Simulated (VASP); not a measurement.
# Pd (Im-3m) in VASP: a series of runs

Pd is run at these levels: PBE+D4, PBEsol+D3(BJ), PBEsol+D4, RPBE+D3(BJ), RPBE+D4; tasks: relaxation of cell and atoms.

Program: VASP 6.6.1. These are calculated values, not measurements. Logs are shortened: lines on timing, memory, paths and dates and some standing lists are left out, and cuts for length are marked.

## Step 1: The cell of the first run

The structure is cubic, space group Im-3m (No. 229). The conventional cell has a = 3.145 Å, b = 3.145 Å, c = 3.145 Å, α = 90.00°, β = 90.00°, γ = 90.00°. Pd (site symmetry m-3m) has 14 Pd at 2.72 to 3.14 Å within 3.6 Å.

## Step 2: Relaxation of cell and atoms, PBE+D4

File INCAR:

```
SYSTEM = Pd
ALGO = Fast ; EDIFF = 1E-6
EDIFFG = -0.01 ; ENCUT = 600
GGA = PE ; IBRION = 2
ISIF = 3 ; ISMEAR = -1
IVDW = 13 ; LASPH = .True.
LCHARG = .False. ; LREAL = .False.
LWAVE = .False. ; NELM = 100
NSW = 60 ; PREC = Accurate
SIGMA = 0.05
```

File KPOINTS:

```
k-points
0
Gamma
  12 12 12
  0 0 0
```

File POSCAR:

```
Pd
1.0
   -1.5722810000      1.5722810000      1.5722810000
    1.5722810000     -1.5722810000      1.5722810000
    1.5722810000      1.5722810000     -1.5722810000
Pd
1
Direct
    0.0000000000      0.0000000000      0.0000000000
```

Potentials or basis: VASP PAW PBE potentials, release 64 (Pd).

Started as:

```bash
cat potpaw_PBE.64/Pd/POTCAR > POTCAR
mpirun -np 1 vasp_std > vasp.out
```

OUTCAR:

```text
SYSTEM = Pd
   EDIFF = 1E-6
   EDIFFG = -0.01
   ENCUT = 600
   GGA = PE
   IBRION = 2
   ISIF = 3
   ISMEAR = -1
   IVDW = 13
   LASPH = .True.
   LREAL = .False.
   NELM = 100
   NSW = 60
   PREC = Accurate

 ion  position               nearest neighbor table
   1  0.000  0.000  0.000-

  LATTYP: Found a body centered cubic cell.
 ALAT       =     3.1445620000

  Lattice vectors:

 A1 = (  -1.5722810000,   1.5722810000,   1.5722810000)
 A2 = (   1.5722810000,  -1.5722810000,   1.5722810000)
 A3 = (   1.5722810000,   1.5722810000,  -1.5722810000)

Analysis of symmetry for initial positions (statically):
=====================================================================
 Subroutine PRICEL returns:
 Original cell was already a primitive cell.

 Routine SETGRP: Setting up the symmetry group for a
 body centered cubic supercell.

 Subroutine GETGRP returns: Found 48 space group operations
 (whereof 48 operations were pure point group operations)
 out of a pool of 48 trial point group operations.

The static configuration has the point symmetry O_h .

Analysis of symmetry for dynamics (positions and initial velocities):
=====================================================================
 Subroutine PRICEL returns:
 Original cell was already a primitive cell.

 Routine SETGRP: Setting up the symmetry group for a
 body centered cubic supercell.

 Subroutine GETGRP returns: Found 48 space group operations
 (whereof 48 operations were pure point group operations)
 out of a pool of 48 trial point group operations.

The dynamic configuration has the point symmetry O_h .

 Subroutine INISYM returns: Found 48 space group operations
 (whereof 48 operations are pure point group operations),
 and found     1 'primitive' translations

----------------------------------------------------------------------------------------

                                     Primitive cell

  volume of cell :      15.5471

  direct lattice vectors                    reciprocal lattice vectors
    -1.572281000  1.572281000  1.572281000     0.000000000  0.318009313  0.318009313
     1.572281000 -1.572281000  1.572281000     0.318009313  0.000000000  0.318009313
     1.572281000  1.572281000 -1.572281000     0.318009313  0.318009313  0.000000000

  length of vectors
     2.723270576  2.723270576  2.723270576     0.449733083  0.449733083  0.449733083

  position of ions in fractional coordinates (direct lattice)
     0.000000000  0.000000000  0.000000000

  ion indices of the primitive-cell ions
   primitive index   ion index
                 1           1

[... 71 lines left out ...]
   EDIFF  = 0.1E-05   stopping-criterion for ELM
   LREAL  =      F    real-space projection
   EDIFFG = -.1E-01   stopping-criterion for IOM
   NSW    =     60    number of steps for IOM
   IBRION =      2    ionic relax: 0-MD 1-quasi-New 2-CG
   NFREE  =      1    steps in history (QN), initial steepest desc. (CG)
   ISIF   =      3    stress and relaxation
   ISYM   =      2    0-nonsym 1-usesym 2-fastsym
   POTIM  = 0.5000    time-step for ionic-motion
   TEBEG  =    0.0;   TEEND  =   0.0 temperature during run
   PSTRESS=    0.0 pullay stress
   NELECT =      10.0000    total number of electrons
   NUPDOWN=      -1.0000    fix difference up-down
   EMIN   =  10.00;   EMAX   =-10.00  energy-range for DOS
   EFERMI =   0.00;   METHOD = LEGACY
   ISMEAR =    -1;   SIGMA  =   0.05  broadening in eV -4-tet -1-fermi 0-gaus
   EFERMI_NEDOS =   21; number of points for ismear=-14 and -15
   IALGO  =     68    algorithm
   IMIX   =      4    mixing-type and parameters
     AMIX     =   0.40;   BMIX     =  1.00
     AMIX_MAG =   1.60;   BMIX_MAG =  1.00
  volume/ion in A,a.u.               =      15.55       104.92
  Fermi-wavevector in a.u.,A,eV,Ry     =   1.413160  2.670485 27.171123  1.997021
  Thomas-Fermi vector in A             =   2.534834
   LORBIT       =      0    0 simple, 1 ext, 2 COOP (PROOUT), +10 PAW based schemes
   GGA     = PE    functional components
   LHFCALC =     F    Hartree Fock is set to
   AEXX    =    0.0000 exact exchange contribution
   IVDW    =    13    specifies the selected vdW correction
   LEPSILON=     F    determine dielectric tensor
   LRPA    =     F    only Hartree local field effects (RPA)
 conjugate gradient relaxation of ions
 non-spin polarized calculation
 RMM-DIIS sequential band-by-band and
  energy-cutoff  :      600.00
  volume of cell :       15.55
 maximum number of plane-waves:       539
 NGX is ok and might be reduce to    24
   NGX = 11   NGY = 11   NGZ = 11

--------------------------------------- Ionic step        1  -------------------------------------------

 number of electron      10.0000002 magnetization

 Free energy of the ion-electron system (eV)
  ---------------------------------------------------
  ext. energy  EPLUGINS =         0.00000000
  ---------------------------------------------------
  free energy    TOTEN  =        -5.18076819 eV

  energy without entropy =       -5.17027380  energy(sigma->0) =       -5.17552099

------------------------ aborting loop because EDIFF is reached ----------------------------------------

  DFT-D4 for vdW energy calculation

  Edisp (eV):   -0.46773
[... 30 lines left out ...]
--------------------------------------- Ionic step        2  -------------------------------------------

 number of electron       9.9999999 magnetization

 E-fermi :  10.2920     XC(G=0): -13.3769

 val. band max:       10.2822512090   @ k =  -0.2500   0.2500   0.1667
 cond. band min:      10.2942318018   @ k =  -0.4167   0.4167   0.4167
 fundamental gap:      0.0119805928
 Fermi energy:        10.2919920578

 k-point     1 :       0.0000    0.0000    0.0000
  band No.  band energies     occupation
      1       2.9459      2.00000
      2       7.2085      2.00000
      3       7.2085      2.00000
      4       7.2085      2.00000
      5       9.2989      2.00000
      6       9.2989      2.00000
      7      29.7758      0.00000
      8      29.7758      0.00000
      9      29.7758      0.00000
[... 314 lines left out ...]
--------------------------------------- Ionic step        3  -------------------------------------------

 number of electron      10.0000001 magnetization

 Free energy of the ion-electron system (eV)
  ---------------------------------------------------
  ext. energy  EPLUGINS =         0.00000000
  ---------------------------------------------------
  free energy    TOTEN  =        -5.17535335 eV

  energy without entropy =       -5.16559277  energy(sigma->0) =       -5.17047306

 E-fermi :   9.4859     XC(G=0): -13.0778

 val. band max:        9.4786964909   @ k =  -0.4167   0.4167   0.4167
 cond. band min:       9.5684759754   @ k =  -0.4167   0.4167   0.2500
 fundamental gap:      0.0897794845
 Fermi energy:         9.4858727387

 k-point     1 :       0.0000    0.0000    0.0000
  band No.  band energies     occupation
      1       2.5038      2.00000
      2       6.6193      2.00000
      3       6.6193      2.00000
      4       6.6193      2.00000
      5       8.5646      2.00000
      6       8.5646      2.00000
      7      28.8663      0.00000
      8      28.8663      0.00000
      9      28.8663      0.00000
[... 308 lines left out ...]
  FREE ENERGIE OF THE ION-ELECTRON SYSTEM (eV)
  ---------------------------------------------------
  free  energy   TOTEN  =        -5.6594027313 eV

  energy  without entropy=       -5.6496421514  energy(sigma->0) =       -5.65452244

 reached required accuracy - stopping structural energy minimisation
```

OSZICAR:

```text
N       E                     dE             d eps       ncg     rms          rms(c)
DAV:   1     0.445740480326E+02    0.44574E+02   -0.57731E+03  1296   0.117E+03
DAV:   2    -0.502983086006E+01   -0.49604E+02   -0.48267E+02  1381   0.206E+02
DAV:   3    -0.543258296741E+01   -0.40275E+00   -0.40235E+00  1517   0.226E+01
[... 22 lines left out ...]
RMM:   3    -0.517514153823E+01    0.10282E-02   -0.88423E-03  1296   0.110E+00    0.694E-01
RMM:   4    -0.517529563197E+01   -0.15409E-03   -0.18865E-03  1296   0.501E-01    0.383E-02
RMM:   5    -0.517533444607E+01   -0.38814E-04   -0.14237E-04  1294   0.119E-01    0.179E-02
RMM:   6    -0.517534857262E+01   -0.14127E-04   -0.23332E-05  1300   0.455E-02    0.100E-02
RMM:   7    -0.517535335985E+01   -0.47872E-05   -0.88721E-06  1228   0.244E-02    0.242E-03
RMM:   8    -0.517535335441E+01    0.54440E-08   -0.18818E-06   980   0.126E-02
   3 F= -.56594027E+01 E0= -.56545224E+01  d E =-.109033E-01
```

It took 20 s on 1 thread of AMD EPYC 9R45 (Zen 5), shared host; peak memory 0.12 GiB.

Results:

```yaml
Free_energy: -5.6594 eV
Relaxed_volume: 14.99 Å³/atom
Relaxed_cell: a = 2.691 Å, b = 2.691 Å, c = 2.691 Å, α = 109.47°, β = 109.47°, γ = 109.47°
Space_group_after_relaxing_to_0.05_Å: Im-3m (No. 229)
Energy_gained_by_relaxing: 10.9 meV/atom
Ionic_steps: 3
Pressure_after_relaxing: 0.0 GPa
Band_gap_on_the_k_mesh: zero (band 5 reaches 10.10 eV, above the bottom of band 6 at 8.45 eV)
Dispersion_energy_per_atom: -0.484 eV
```

The path:
```tsv
step	energy change (eV)	largest force (eV/Å)	pressure (GPa)	volume (Å³)
1	0.0000	0.0000	-5.90	15.55
2	0.0094	0.0000	9.83	14.29
3	-0.0109	0.0000	-0.03	14.99
```

Final structure:
```cif
data_structure
_symmetry_space_group_name_H-M 'P 1'
_symmetry_Int_Tables_number 1
_cell_length_a 2.6906
_cell_length_b 2.6906
_cell_length_c 2.6906
_cell_angle_alpha 109.471
_cell_angle_beta 109.471
_cell_angle_gamma 109.471
_cell_volume 14.99
loop_
_atom_site_label
_atom_site_type_symbol
_atom_site_fract_x
_atom_site_fract_y
_atom_site_fract_z
_atom_site_occupancy
Pd1 Pd 0.00000 0.00000 0.00000 1
```

Levels at points of the mesh, in eV from the Fermi level:
```
           k point  band 2  band 3  band 4  band 5  band 6  band 7  band 8  band 9
(0.00, 0.00, 0.00)   -2.87   -2.87   -2.87   -0.92   -0.92   19.38   19.38   19.38
(0.50, 0.00, 0.00)   -4.04   -0.99   -0.69    0.61    1.46    7.85   15.14   17.76
(0.50, 0.50, 0.50)   -5.10    0.23    0.23    0.23    9.22    9.22    9.22   17.55
```

Caveat: pairwise dispersion overbinds metals, which lowers pressure and volume.

## Step 3: Relaxation of cell and atoms, PBEsol+D3(BJ)

File INCAR:

```
SYSTEM = Pd
PREC = Accurate
ENCUT = 600
EDIFF = 1E-6
ISMEAR = -1
SIGMA = 0.05
LREAL = .False.
LASPH = .True.
NELM = 60
ALGO = Fast
ISIF = 3
LWAVE = .False.
LCHARG = .False.
GGA = PS
IVDW = 12
IBRION = 2
NSW = 60
EDIFFG = -0.01
```

File KPOINTS:

```
Automatic mesh
0
Gamma
  12 12 12
  0 0 0
```

POSCAR is that of step 2.

Potentials or basis: VASP PAW PBE potentials, release 64 (Pd).

Started as:

```bash
cat potpaw_PBE.64/Pd/POTCAR > POTCAR
mpirun -np 1 vasp_std > vasp.out
```

It took 36 s on 1 thread of AMD EPYC 9R45 (Zen 5), shared host; peak memory 0.13 GiB.

The run converged. Its results:

```yaml
Free_energy: -6.5544 eV
Relaxed_volume: 14.15 Å³/atom
Relaxed_cell: a = 2.639 Å, b = 2.639 Å, c = 2.639 Å, α = 109.47°, β = 109.47°, γ = 109.47°
Space_group_after_relaxing_to_0.05_Å: Im-3m (No. 229)
Energy_gained_by_relaxing: 79.8 meV/atom
Ionic_steps: 7
Pressure_after_relaxing: 0.0 GPa
Band_gap_on_the_k_mesh: zero (band 5 reaches 11.01 eV, above the bottom of band 6 at 9.19 eV)
Dispersion_energy_per_atom: -0.649 eV
```

Step by step:
| step | energy change (eV) | largest force (eV/Å) | pressure (GPa) | volume (Å³) |
| --- | --- | --- | --- | --- |
| 1 | 0.0000 | 0.0000 | -16.48 | 15.55 |
| 2 | 0.1708 | 0.0000 | 48.33 | 12.22 |
| 3 | -0.0796 | 0.0000 | -0.92 | 14.20 |
| 4 | -0.0798 | 0.0000 | -0.21 | 14.16 |
| 5 | -0.0798 | 0.0000 | 0.23 | 14.13 |
| 6 | -0.0797 | 0.0000 | -0.32 | 14.17 |
| 7 | -0.0798 | 0.0000 | -0.01 | 14.15 |

Final structure:
```yaml
crystal:
  lattice:
    - [-1.52359, 1.52359, 1.52359]
    - [1.52359, -1.52359, 1.52359]
    - [1.52359, 1.52359, -1.52359]
  atoms:
    - { symbol: Pd, position: [0.00000, 0.00000, 0.00000] }
```

Levels at points of the mesh, in eV from the Fermi level:
| k point | band 1 | band 2 | band 3 | band 4 | band 5 | band 6 | band 7 | band 8 | band 9 |
| --- | --- | --- | --- | --- | --- | --- | --- | --- | --- |
| (0.00, 0.00, 0.00) | -7.52 | -3.14 | -3.14 | -3.14 | -0.99 | -0.99 | 19.44 | 19.44 | 19.44 |
| (0.50, 0.00, 0.00) | -5.66 | -4.44 | -1.07 | -0.72 | 0.70 | 1.27 | 8.32 | 15.21 | 18.26 |
| (0.50, 0.50, 0.50) | -5.61 | -5.61 | 0.28 | 0.28 | 0.28 | 9.35 | 9.35 | 9.35 | 18.24 |

Caveat: the PAW data sets were made with another functional, which shifts forces and pressure a little; pairwise dispersion overbinds metals, which lowers pressure and volume.

## Step 4: Relaxation of cell and atoms, PBEsol+D4

File INCAR:

```
SYSTEM = Pd
PREC     = Accurate       ! precision mode
ENCUT    = 600            ! plane-wave cutoff, eV
EDIFF    = 1E-6           ! SCF threshold, eV
ISMEAR   = -1             ! smearing method
SIGMA    = 0.05           ! smearing width, eV
LREAL    = .False.        ! projectors in reciprocal space
LASPH    = .True.         ! aspherical terms in the spheres
NELM     = 80             ! most SCF steps
ALGO     = Normal         ! electronic algorithm
ISIF     = 3              ! what is computed and relaxed
LWAVE    = .False.        ! write WAVECAR
LCHARG   = .False.        ! write CHGCAR
GGA      = PS             ! functional
IVDW     = 13             ! dispersion correction
IBRION   = 2              ! ionic algorithm
NSW      = 60             ! ionic steps
EDIFFG   = -0.01          ! ionic threshold
```

File KPOINTS:

```
regular mesh
0
Gamma
  12 12 12
  0 0 0
```

POSCAR is that of step 3.

Started as:

```bash
cat potpaw_PBE.64/Pd/POTCAR > POTCAR
mpirun -np 1 vasp_std > vasp.out
```

Wall time 22 s (1 thread of AMD EPYC 9R45 (Zen 5), shared host); peak memory 0.12 GiB.

Results (log left out):

* Free energy: -6.2067 eV
* Relaxed volume: 14.43 Å³/atom
* Relaxed cell: a = 2.656 Å, b = 2.656 Å, c = 2.656 Å, α = 109.47°, β = 109.47°, γ = 109.47°
* Space group after relaxing (to 0.05 Å): Im-3m (No. 229)
* Energy gained by relaxing: 49.1 meV/atom
* Ionic steps: 4
* Pressure after relaxing: -0.1 GPa
* Band gap on the k mesh: zero (band 5 reaches 10.63 eV, above the bottom of band 6 at 8.88 eV)
* Dispersion energy per atom: -0.292 eV

The path:
```
step  energy change (eV)  largest force (eV/Å)  pressure (GPa)  volume (Å³)
   1              0.0000                0.0000          -12.92        15.55
   2              0.0866                0.0000           31.92        12.89
   3             -0.0490                0.0000           -0.48        14.46
   4             -0.0491                0.0000           -0.09        14.43
```

Final structure:
```
CELL_PARAMETERS angstrom
-1.53370 1.53370 1.53370
1.53370 -1.53370 1.53370
1.53370 1.53370 -1.53370
ATOMIC_POSITIONS crystal
Pd 0.00000 0.00000 0.00000
```

Levels at points of the mesh, in eV from the Fermi level:
```csv
k point,band 3,band 4,band 5,band 6,band 7,band 8
"(0.00, 0.00, 0.00)",-3.05,-3.05,-0.96,-0.96,19.40,19.40
"(0.50, 0.00, 0.00)",-1.04,-0.70,0.68,1.30,8.14,15.17
"(0.50, 0.50, 0.50)",0.27,0.27,0.27,9.27,9.27,9.27
```

Caveat: the PAW data sets were made with another functional, which shifts forces and pressure a little; pairwise dispersion overbinds metals, which lowers pressure and volume.

## Step 5: Relaxation of cell and atoms, RPBE+D3(BJ)

File INCAR:

```
PREC = Accurate
ENCUT = 600
EDIFF = 1E-6
ISMEAR = -1
SIGMA = 0.05
LREAL = False
LASPH = True
NELM = 60
ALGO = Normal
ISIF = 3
LWAVE = False
LCHARG = False
GGA = RP
IVDW = 12
IBRION = 2
NSW = 60
EDIFFG = -0.01
```

File KPOINTS:

```
Automatic mesh
0
Gamma
  12 12 12
```

POSCAR is that of step 4.

Started as:

```bash
cat potpaw_PBE.64/Pd/POTCAR > POTCAR
mpirun -np 1 vasp_std > vasp.out
```

It took 26 s on 1 thread of AMD EPYC 9R45 (Zen 5), shared host; peak memory 0.14 GiB.

It converged, with:

| Item | Value |
| --- | --- |
| Free energy | -8.2225 eV |
| Relaxed volume | 12.94 Å³/atom |
| Relaxed cell | a = 2.562 Å, b = 2.562 Å, c = 2.562 Å, α = 109.47°, β = 109.47°, γ = 109.47° |
| Space group after relaxing (to 0.05 Å) | Im-3m (No. 229) |
| Energy gained by relaxing | 356.7 meV/atom |
| Ionic steps | 5 |
| Pressure after relaxing | 0.1 GPa |
| Band gap on the k mesh | zero (band 5 reaches 13.04 eV, above the bottom of band 6 at 10.89 eV) |
| Dispersion energy per atom | -4.005 eV |

The path:
```
step  energy change (eV)  largest force (eV/Å)  pressure (GPa)  volume (Å³)
   1              0.0000                0.0000          -36.41        15.55
   2              2.2787                0.0000          297.25         8.88
   3             -0.3500                0.0000           -6.99        13.25
   4             -0.3554                0.0000           -3.29        13.08
   5             -0.3567                0.0000            0.10        12.94
```

Final structure:
```xyz
1
Lattice="-1.4790 1.4790 1.4790 1.4790 -1.4790 1.4790 1.4790 1.4790 -1.4790" Properties=species:S:1:pos:R:3 pbc="T T T"
Pd    0.0000    0.0000    0.0000
```

Levels at points of the mesh, in eV from the Fermi level:
```tsv
k point	band 1	band 2	band 3	band 4	band 5	band 6	band 7	band 8	band 9
(0.00, 0.00, 0.00)	-8.10	-3.58	-3.58	-3.58	-1.17	-1.17	19.63	19.63	19.63
(0.50, 0.00, 0.00)	-6.40	-5.07	-1.23	-0.85	0.83	1.25	9.27	15.45	19.40
(0.50, 0.50, 0.50)	-6.44	-6.44	0.33	0.33	0.33	9.87	9.87	9.87	19.45
```

Caveat: the volume moved by over 15 % at a fixed basis, so the end points are rough; the PAW data sets were made with another functional, which shifts forces and pressure a little; pairwise dispersion overbinds metals, which lowers pressure and volume.

## Step 6: Relaxation of cell and atoms, RPBE+D4

File INCAR:

```
PREC = Accurate ; ENCUT = 600
EDIFF = 1E-7 ; ISMEAR = -1
SIGMA = 0.05 ; LREAL = False
LASPH = True ; NELM = 80
ALGO = Fast ; ISIF = 3
LWAVE = False ; LCHARG = False
GGA = RP ; IVDW = 13
IBRION = 2 ; NSW = 60
EDIFFG = -0.01
```

KPOINTS is that of step 5.

POSCAR is that of step 5.

Potentials or basis: VASP PAW PBE potentials, release 64 (Pd).

Started as:

```bash
cat potpaw_PBE.64/Pd/POTCAR > POTCAR
mpirun -np 1 vasp_std > vasp.out
```

Run time: 23 s. Hardware: 1 thread of AMD EPYC 9R45 (Zen 5), shared host; peak memory 0.12 GiB.

Results (log left out):

```yaml
Free_energy: -5.5135 eV
Relaxed_volume: 15.01 Å³/atom
Relaxed_cell: a = 2.692 Å, b = 2.692 Å, c = 2.692 Å, α = 109.47°, β = 109.47°, γ = 109.47°
Space_group_after_relaxing_to_0.05_Å: Im-3m (No. 229)
Energy_gained_by_relaxing: 9.9 meV/atom
Ionic_steps: 3
Pressure_after_relaxing: 0.0 GPa
Band_gap_on_the_k_mesh: zero (band 5 reaches 10.18 eV, above the bottom of band 6 at 8.54 eV)
Dispersion_energy_per_atom: -0.941 eV
```

Step by step:
```tsv
step	energy change (eV)	largest force (eV/Å)	pressure (GPa)	volume (Å³)
1	0.0000	0.0000	-5.64	15.55
2	0.0076	0.0000	8.98	14.35
3	-0.0099	0.0000	-0.03	15.01
```

Final structure:
```
CELL_PARAMETERS angstrom
-1.55399 1.55399 1.55399
1.55399 -1.55399 1.55399
1.55399 1.55399 -1.55399
ATOMIC_POSITIONS crystal
Pd 0.00000 0.00000 0.00000
```

Levels at points of the mesh, in eV from the Fermi level:
```tsv
k point	band 3	band 4	band 5	band 6	band 7	band 8
(0.00, 0.00, 0.00)	-2.86	-2.86	-0.93	-0.93	19.38	19.38
(0.50, 0.00, 0.00)	-0.99	-0.70	0.60	1.49	7.88	15.15
(0.50, 0.50, 0.50)	0.23	0.23	0.23	9.26	9.26	9.26
```

Caveat: the PAW data sets were made with another functional, which shifts forces and pressure a little; pairwise dispersion overbinds metals, which lowers pressure and volume.

## Step 7: The runs side by side

| level | gap on the mesh (eV) | pressure (GPa) | relaxed volume (Å³/atom) |
| --- | --- | --- | --- |
| PBE+D4 | none | 0.0 | 14.99 |
| PBEsol+D3(BJ) | none | 0.0 | 14.15 |
| PBEsol+D4 | none | -0.1 | 14.43 |
| RPBE+D3(BJ) | none | 0.1 | 12.94 |
| RPBE+D4 | none | 0.0 | 15.01 |

Alike in all rows: task relaxation of cell and atoms; potentials or basis VASP PAW PBE potentials, release 64 (Pd); no spin polarisation; cell relaxed; k mesh 12 × 12 × 12; cutoff (eV) 600; smearing fermi-dirac 0.05 eV.

Caveats: pairwise dispersion overbinds metals, which lowers pressure and volume; the PAW data sets were made with another functional, which shifts forces and pressure a little (some runs); the volume moved by over 15 % at a fixed basis, so the end points are rough (some runs).

Total energies depend on the potentials used, so only differences within one code and one set of settings carry meaning.
